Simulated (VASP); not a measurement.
A run of VASP 6.6.1 is set up as follows.

The input INCAR:

```
PREC = Accurate ; ENCUT = 600
EDIFF = 1E-7 ; ISMEAR = 0
SIGMA = 0.1 ; LREAL = False
LASPH = True ; NELM = 120
ALGO = Normal ; ISIF = 3
LWAVE = False ; LCHARG = False
GGA = PE ; IBRION = 2
NSW = 100 ; EDIFFG = -0.01
GGA_COMPAT = False ; NELMIN = 4
```

The input KPOINTS:

```
regular mesh
0
Gamma
  14 14 14
```

File POSCAR:

```
P3C
1.0
   -2.2881261179      2.2881261179      2.2881261179
    2.2881261179     -2.2881261179      2.2881261179
    2.2881261179      2.2881261179     -2.2881261179
P C
3 1
Direct
    0.0000000000      0.5000000000      0.5000000000
    0.5000000000      0.0000000000      0.5000000000
    0.5000000000      0.5000000000      0.0000000000
    0.0000000000      0.0000000000      0.0000000000
```

Potentials or basis: VASP PAW PBE potentials, release 64 (P, C).

Launch:

```console
$ cat potpaw_PBE.64/P/POTCAR potpaw_PBE.64/C/POTCAR > POTCAR
$ mpirun -np 1 vasp_std > vasp.out
```

Q: Predict the relaxed cell.

A: a = 3.954 Å, b = 3.954 Å, c = 3.954 Å, α = 109.47°, β = 109.47°, γ = 109.47°.

Q: What does it give for the space group after relaxing (to 0.1 Å)?

A: Im-3m (No. 229).

Q: Estimate the relaxed volume.

A: 11.90 Å³/atom.

Q: Estimate the band gap on the k mesh.

A: Zero (an odd number of electrons rules out a gap without spin polarisation).

Final structure:
```
P C
1.0
    -2.28311    2.28311    2.28311
     2.28311   -2.28311    2.28311
     2.28311    2.28311   -2.28311
P C
3 1
Direct
  0.00000 0.50000 0.50000
  0.50000 0.00000 0.50000
  0.50000 0.50000 0.00000
  0.00000 0.00000 0.00000
```
